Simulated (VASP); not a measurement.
# CoO (R-3m) in VASP: a series of runs

Runs on CoO. Level: PBEsol. Tasks: single point.

Everything below comes from runs of VASP 6.6.1. Logs are shortened: lines on timing, memory, paths and dates and some standing lists are left out, and cuts for length are marked.

### Step 1. The cell of the first run

Symmetry: R-3m, No. 166, trigonal system. Conventional cell: a = 3.011 Å, b = 3.011 Å, c = 7.320 Å, α = 90.00°, β = 90.00°, γ = 120.00°. Within 2.8 Å of Co (site symmetry -3m) lie 6 O at 2.12 Å. O (site symmetry -3m) has 6 Co at 2.12 Å within 2.8 Å.

### Step 2. Single point, PBEsol, collinear spin, ferromagnetic start

File INCAR:

```
PREC = Accurate
ENCUT = 700
EDIFF = 1E-6
ISMEAR = -1
SIGMA = 0.05
LREAL = F
LASPH = T
NELM = 200
ALGO = Normal
ISIF = 2
LWAVE = F
LCHARG = F
ISPIN = 2
MAGMOM = 1 0
LORBIT = 11
NUPDOWN = 1.0
LMAXMIX = 4
GGA = PS
NBANDS = 22
GGA_COMPAT = F
```

File KPOINTS:

```
Automatic mesh
0
Gamma
  9 9 9
```

File POSCAR:

```
CoO
1.0
    1.5054695445      0.8691832468      2.4399269062
   -1.5054695445      0.8691832468      2.4399269062
    0.0000000000     -1.7383664936      2.4399269062
Co O
1 1
Direct
    0.0000000000      0.0000000000      0.0000000000
    0.5000000000      0.5000000000      0.5000000000
```

Potentials or basis: VASP PAW PBE potentials, release 64 (Co_sv, O).

The run is started by

```
cat potpaw_PBE.64/Co_sv/POTCAR potpaw_PBE.64/O/POTCAR > POTCAR
mpirun -np 1 vasp_std > vasp.out
```

OUTCAR:

```text
PREC = Accurate
   ENCUT = 700
   EDIFF = 1E-6
   ISMEAR = -1
   LREAL = F
   LASPH = T
   NELM = 200
   ISIF = 2
   ISPIN = 2
   LORBIT = 11
   NUPDOWN = 1.0
   GGA = PS

 ion  position               nearest neighbor table
   1  0.000  0.000  0.000-   2 2.12   2 2.12   2 2.12   2 2.12   2 2.12   2 2.12
   2  0.500  0.500  0.500-   1 2.12   1 2.12   1 2.12   1 2.12   1 2.12   1 2.12

  LATTYP: Found a trigonal (rhomboedric) cell.
 ALAT       =     2.9958573687
 COS(alpha) =     0.4949531368

  Lattice vectors:

 A1 = (   1.5054695445,   0.8691832468,   2.4399269062)
 A2 = (  -1.5054695445,   0.8691832468,   2.4399269062)
 A3 = (   0.0000000000,  -1.7383664936,   2.4399269062)

Analysis of symmetry for initial positions (statically):
=====================================================================
 Subroutine PRICEL returns:
 Original cell was already a primitive cell.

 Routine SETGRP: Setting up the symmetry group for a
 trigonal (rhombohedral) supercell.

 Subroutine GETGRP returns: Found 12 space group operations
 (whereof 12 operations were pure point group operations)
 out of a pool of 12 trial point group operations.

The static configuration has the point symmetry D_3d.

Analysis of symmetry for dynamics (positions and initial velocities):
=====================================================================
 Subroutine PRICEL returns:
 Original cell was already a primitive cell.

 Routine SETGRP: Setting up the symmetry group for a
 trigonal (rhombohedral) supercell.

 Subroutine GETGRP returns: Found 12 space group operations
 (whereof 12 operations were pure point group operations)
 out of a pool of 12 trial point group operations.

The dynamic configuration has the point symmetry D_3d.

Analysis of structural, dynamic, and magnetic symmetry:
=====================================================================
 Subroutine PRICEL returns:
 Original cell was already a primitive cell.

 Routine SETGRP: Setting up the symmetry group for a
 trigonal (rhombohedral) supercell.

 Subroutine GETGRP returns: Found 12 space group operations
 (whereof 12 operations were pure point group operations)
 out of a pool of 12 trial point group operations.

The overall configuration has the point symmetry D_3d.

 Subroutine INISYM returns: Found 12 space group operations
 (whereof 12 operations are pure point group operations),
 and found     1 'primitive' translations

----------------------------------------------------------------------------------------

                                     Primitive cell

  volume of cell :      19.1563

  direct lattice vectors                    reciprocal lattice vectors
     1.505469544  0.869183247  2.439926906     0.332122295  0.191750896  0.136616114
    -1.505469544  0.869183247  2.439926906    -0.332122295  0.191750896  0.136616114
     0.000000000 -1.738366494  2.439926906     0.000000000 -0.383501793  0.136616114

  length of vectors
     2.995857369  2.995857369  2.995857369     0.407108816  0.407108816  0.407108816

  position of ions in fractional coordinates (direct lattice)
     0.000000000  0.000000000  0.000000000
     0.500000000  0.500000000  0.500000000

  ion indices of the primitive-cell ions
   primitive index   ion index
                 1           1
                 2           2

----------------------------------------------------------------------------------------

 KPOINTS: Automatic mesh

Automatic generation of k-mesh.
 Grid dimensions read from file:
 generate k-points for:    9    9    9

 Generating k-lattice:

  Cartesian coordinates                     Fractional coordinates (reciprocal lattice)
     0.036902477  0.021305655  0.015179568     0.111111111  0.000000000  0.000000000
    -0.036902477  0.021305655  0.015179568     0.000000000  0.111111111  0.000000000
     0.000000000 -0.042611310  0.015179568     0.000000000  0.000000000  0.111111111

  Length of vectors
     0.045234313  0.045234313  0.045234313

  Shift w.r.t. Gamma in fractional coordinates (k-lattice)
     0.000000000  0.000000000  0.000000000

 Subroutine IBZKPT returns following result:
 ===========================================

 Found     85 irreducible k-points:

 Following reciprocal coordinates:
            Coordinates               Weight
  0.000000  0.000000  0.000000      1.000000
  0.111111  0.000000 -0.000000      6.000000
  0.222222  0.000000  0.000000      6.000000
  0.333333  0.000000  0.000000      6.000000
  0.444444  0.000000  0.000000      6.000000
  0.111111  0.111111 -0.000000      6.000000
[... 16 lines left out ...]
 -0.333333  0.333333  0.000000      6.000000
  0.444444  0.444444  0.000000      6.000000
 [... further k-points ...]
   k-points           NKPTS =     85   k-points in BZ     NKDIM =     85   number of bands    NBANDS=     22
   number of dos      NEDOS =    301   number of ions     NIONS =      2
   total plane-waves  NPLWV =  21952
   dimension x,y,z NGX =    28 NGY =   28 NGZ =   28
   dimension x,y,z NGXF=    56 NGYF=   56 NGZF=   56
   ions per type =               1   1
   NGX,Y,Z   is equivalent  to a cutoff of  15.54, 15.54, 15.54 a.u.
   NGXF,Y,Z  is equivalent  to a cutoff of  31.08, 31.08, 31.08 a.u.
 SYSTEM =  unknown system
   PREC   = accura    normal or accurate (medium, high low for compatibility)
   ISTART =      0    job   : 0-new  1-cont  2-samecut
   ICHARG =      2    charge: 1-file 2-atom 10-const
   ISPIN  =      2    spin polarized calculation?
   LNONCOLLINEAR =      F non collinear calculations
   LSORBIT =      F    spin-orbit coupling
   LASPH  =      T    aspherical Exc in radial PAW
   ENCUT  =  700.0 eV  51.45 Ry    7.17 a.u.   6.46  6.46  6.46*2*pi/ulx,y,z
   NELM   =    200;   NELMIN=  2; NELMDL= -5     # of ELM steps
   EDIFF  = 0.1E-05   stopping-criterion for ELM
   LREAL  =      F    real-space projection
   EDIFFG = 0.1E-04   stopping-criterion for IOM
   NSW    =      0    number of steps for IOM
   IBRION =     -1    ionic relax: 0-MD 1-quasi-New 2-CG
   NFREE  =      0    steps in history (QN), initial steepest desc. (CG)
   ISIF   =      2    stress and relaxation
   ISYM   =      2    0-nonsym 1-usesym 2-fastsym
   POTIM  = 0.5000    time-step for ionic-motion
   TEBEG  =    0.0;   TEEND  =   0.0 temperature during run
   PSTRESS=    0.0 pullay stress
   NELECT =      23.0000    total number of electrons
   NUPDOWN=       1.0000    fix difference up-down
   EMIN   =  10.00;   EMAX   =-10.00  energy-range for DOS
   EFERMI =   0.00;   METHOD = LEGACY
   ISMEAR =    -1;   SIGMA  =   0.05  broadening in eV -4-tet -1-fermi 0-gaus
   EFERMI_NEDOS =   21; number of points for ismear=-14 and -15
   IALGO  =     38    algorithm
   IMIX   =      4    mixing-type and parameters
     AMIX     =   0.40;   BMIX     =  1.00
     AMIX_MAG =   1.60;   BMIX_MAG =  1.00
  volume/ion in A,a.u.               =       9.58        64.64
  Fermi-wavevector in a.u.,A,eV,Ry     =   1.739991  3.288106 41.192569  3.027568
  Thomas-Fermi vector in A             =   2.812726
   LORBIT       =     11    0 simple, 1 ext, 2 COOP (PROOUT), +10 PAW based schemes
   GGA     = PS    functional components
   LHFCALC =     F    Hartree Fock is set to
   AEXX    =    0.0000 exact exchange contribution
   IVDW    =     0    specifies the selected vdW correction
   LEPSILON=     F    determine dielectric tensor
   LRPA    =     F    only Hartree local field effects (RPA)
 spin polarized calculation
  energy-cutoff  :      700.00
  volume of cell :       19.16
 maximum number of plane-waves:       845
 NGX is ok and might be reduce to    28
   NGX = 13   NGY = 13   NGZ = 13

 number of electron      23.0000007 magnetization       1.0000001

 Free energy of the ion-electron system (eV)
  ---------------------------------------------------
  ext. energy  EPLUGINS =         0.00000000
  ---------------------------------------------------
  free energy    TOTEN  =       -13.70830733 eV

  energy without entropy =      -13.67763898  energy(sigma->0) =      -13.69297315

 E-fermi :   8.8794     XC(G=0): -13.0132

 val. band max:        8.8501003087   @ k =   0.4444   0.4444   0.0000
 cond. band min:       8.4727315546   @ k =  -0.2222   0.2222   0.2222
 fundamental gap:     -0.3773687542
 Fermi energy:         8.4474548321

 spin component 1

 k-point     1 :       0.0000    0.0000    0.0000
  band No.  band energies     occupation
      1     -86.2490      1.00000
      2     -49.6685      1.00000
      3     -49.6685      1.00000
      4     -49.6642      1.00000
      5     -11.6295      1.00000
      6       5.3459      1.00000
[... 14 lines left out ...]
     21      30.7470      0.00000
     22      33.8172      0.00000

 k-point     2 :       0.1111    0.0000   -0.0000
  band No.  band energies     occupation
      1     -86.2485      1.00000
      2     -49.6730      1.00000
      3     -49.6690      1.00000
      4     -49.6650      1.00000
      5     -11.5030      1.00000
      6       4.4364      1.00000
[... 14 lines left out ...]
     21      32.1239      0.00000
     22      35.6191      0.00000

 k-point     3 :       0.2222    0.0000    0.0000
  band No.  band energies     occupation
      1     -86.2473      1.00000
      2     -49.6856      1.00000
      3     -49.6706      1.00000
      4     -49.6670      1.00000
      5     -11.1643      1.00000
      6       2.8648      1.00000
[... 14 lines left out ...]
     21      35.2138      0.00000
     22      38.0666      0.00000
[... 476 lines left out ...]
 k-point    23 :      -0.3333    0.3333    0.0000
  band No.  band energies     occupation
      1     -86.2440      1.00000
      2     -49.6969      1.00000
      3     -49.6950      1.00000
      4     -49.6758      1.00000
      5     -10.2968      1.00000
      6       1.8455      1.00000
[... 14 lines left out ...]
     21      37.6650      0.00000
     22      39.4040      0.00000

 k-point    24 :       0.4444    0.4444    0.0000
  band No.  band energies     occupation
      1     -86.2438      1.00000
      2     -49.7048      1.00000
      3     -49.6841      1.00000
      4     -49.6810      1.00000
      5     -10.3955      1.00000
      6       1.7152      1.00000
[... 14 lines left out ...]
     21      40.1145      0.00000
     22      40.1544      0.00000

 [... further k-points ...]

 spin component 2

 k-point     1 :       0.0000    0.0000    0.0000
  band No.  band energies     occupation
      1     -85.0854      1.00000
      2     -48.5311      1.00000
      3     -48.5311      1.00000
      4     -48.5229      1.00000
      5     -11.6011      1.00000
      6       5.3631      1.00000
[... 14 lines left out ...]
     21      31.1329      0.00000
     22      34.2250      0.00000

 k-point     2 :       0.1111    0.0000   -0.0000
  band No.  band energies     occupation
      1     -85.0849      1.00000
      2     -48.5357      1.00000
      3     -48.5315      1.00000
      4     -48.5238      1.00000
      5     -11.4756      1.00000
      6       4.5037      1.00000
[... 14 lines left out ...]
     21      32.4244      0.00000
     22      36.0288      0.00000

 k-point     3 :       0.2222    0.0000    0.0000
  band No.  band energies     occupation
      1     -85.0836      1.00000
      2     -48.5490      1.00000
      3     -48.5332      1.00000
      4     -48.5260      1.00000
      5     -11.1399      1.00000
      6       2.9582      1.00000
[... 14 lines left out ...]
     21      35.3990      0.00000
     22      38.4289      0.00000
[... 476 lines left out ...]
 k-point    23 :      -0.3333    0.3333    0.0000
  band No.  band energies     occupation
      1     -85.0801      1.00000
      2     -48.5613      1.00000
      3     -48.5584      1.00000
      4     -48.5361      1.00000
      5     -10.2722      1.00000
      6       1.9853      1.00000
[... 14 lines left out ...]
     21      37.9079      0.00000
     22      39.7198      0.00000

 k-point    24 :       0.4444    0.4444    0.0000
  band No.  band energies     occupation
      1     -85.0799      1.00000
      2     -48.5688      1.00000
      3     -48.5475      1.00000
      4     -48.5417      1.00000
      5     -10.3634      1.00000
      6       1.7810      1.00000
[... 14 lines left out ...]
     21      40.1405      0.00000
     22      40.1792      0.00000

 [... further k-points ...]

------------------------ aborting loop because EDIFF is reached ----------------------------------------

  FORCE on cell =-STRESS in cart. coord.  units (eV):
  Direction    XX          YY          ZZ          XY          YZ          ZX
  --------------------------------------------------------------------------------------
  -------------------------------------------------------------------------------------
  Total       -3.0382385     -3.0382385     -2.9874151      0.0000000     -0.0000000     -0.0000000
  in kB     -254.1095940   -254.1095941   -249.8588700      0.0000000     -0.0000000     -0.0000000
  external PRESSURE =    -252.6926860 kB  Pullay stress =       0.0000000 kB

 VOLUME and BASIS-vectors are now :
 -----------------------------------------------------------------------------
  energy-cutoff  :      700.00
  volume of cell :       19.16
      direct lattice vectors                 reciprocal lattice vectors
     1.505469544  0.869183247  2.439926906     0.332122295  0.191750896  0.136616114
    -1.505469544  0.869183247  2.439926906    -0.332122295  0.191750896  0.136616114
     0.000000000 -1.738366494  2.439926906     0.000000000 -0.383501793  0.136616114

 POSITION                                       TOTAL-FORCE (eV/Angst)
 -----------------------------------------------------------------------------------
      0.00000      0.00000      0.00000         0.000000      0.000000      0.000000
      0.00000      0.00000      3.65989        -0.000000      0.000000     -0.000000
 -----------------------------------------------------------------------------------
    total drift:                                0.000000      0.000000      0.000000

  FREE ENERGIE OF THE ION-ELECTRON SYSTEM (eV)
  ---------------------------------------------------
  free  energy   TOTEN  =       -13.7083073282 eV

  energy  without entropy=      -13.6776389782  energy(sigma->0) =      -13.69297315

 total charge

# of ion       s       p       d       tot
------------------------------------------
    1        2.133   6.051   6.780  14.964
    2        1.550   3.348   0.000   4.898
--------------------------------------------------
tot          3.684   9.399   6.780  19.862

 magnetization (x)

# of ion       s       p       d       tot
------------------------------------------
    1        0.008   0.004   0.950   0.962
    2        0.017  -0.019   0.000  -0.002
--------------------------------------------------
tot          0.025  -0.015   0.950   0.959
```

Wall time 2.2 min (1 thread of Intel Xeon Platinum 8488C (Sapphire Rapids), shared host); peak memory 0.23 GiB.

What came out:

```
Free energy                                           : -13.7083 eV
Pressure                                              : -25.3 GPa
Net moment                                            : 1.00 μB per cell
Site moments                                          : Co +0.96; O -0.00 μB
Valence electrons inside the program's atomic spheres : Co 14.96; O 4.90
```

Caveat: the cell stands under tension; the PAW data sets were made with another functional, which shifts forces and pressure a little; the total moment is fixed, so each spin has its own Fermi level and the state may be an excited one; a cell with one magnetic atom can't hold antiferromagnetic order, which such compounds often take.

### Step 3. Single point, PBEsol, collinear spin, ferromagnetic start (9.20 Å³/atom)

This run uses another cell than the first one, of 9.20 Å³/atom.

File INCAR:

```
SYSTEM = CoO
  ALGO = Normal
  EDIFF = 1E-6
  ENCUT = 520
  GGA = PS
  ISIF = 2
  ISMEAR = -1
  ISPIN = 2
  LASPH = .TRUE.
  LCHARG = .FALSE.
  LMAXMIX = 4
  LORBIT = 11
  LREAL = .FALSE.
  LWAVE = .FALSE.
  MAGMOM = 2 0
  NBANDS = 18
  NELM = 150
  PREC = Accurate
  SIGMA = 0.05
```

File KPOINTS:

```
k-points
0
G
  11 11 11
  0 0 0
```

File POSCAR:

```
CoO
1.0
    1.4851228673      0.8574360872      2.4069508786
   -1.4851228673      0.8574360872      2.4069508786
    0.0000000000     -1.7148721745      2.4069508786
Co O
1 1
Direct
    0.0000000000      0.0000000000      0.0000000000
    0.5000000000      0.5000000000      0.5000000000
```

Potentials or basis: VASP PAW PBE potentials, release 64 (Co, O).

The run is started by

```
cat potpaw_PBE.64/Co/POTCAR potpaw_PBE.64/O/POTCAR > POTCAR
mpirun -np 1 vasp_std > vasp.out
```

Run time: 36 s. Hardware: 1 thread of Intel Xeon 6975P-C (Granite Rapids), shared host; peak memory 0.2 GiB.

The run converged. Its results:

* Free energy: -14.0021 eV
* Pressure: -3.3 GPa
* Net moment: 2.81 μB per cell
* Site moments: Co +2.47; O +0.29 μB
* Valence electrons inside the program's atomic spheres: Co 7.89; O 4.97

Stress tensor (GPa, compression positive):
```
-3.12  0.00  0.00
 0.00 -3.12  0.00
 0.00  0.00 -3.60
```

Levels at points of the mesh, in eV from the Fermi level:
Spin up:
```
           k point  band 5  band 6  band 7  band 8  band 9  band 10  band 11  band 12  band 13  band 14
(0.00, 0.00, 0.00)   -3.27   -3.27   -3.18   -3.18   -3.14     1.11    16.71    18.24    18.24    18.45
```
Spin down:
```tsv
k point	band 3	band 4	band 5	band 6	band 7	band 8	band 9	band 10
(0.00, 0.00, 0.00)	-2.90	-2.84	-1.23	-1.23	-1.20	-0.22	-0.22	1.65
```

Caveat: the cell stands under tension; the PAW data sets were made with another functional, which shifts forces and pressure a little; a cell with one magnetic atom can't hold antiferromagnetic order, which such compounds often take; semilocal functionals often make such compounds metallic where correlation or magnetic order opens a gap, which also shifts bond lengths. With open d or f shells a metallic result of PBEsol can be an artefact of self-interaction; +U or a hybrid may open a gap.

(Continued in part 2 of 2.)
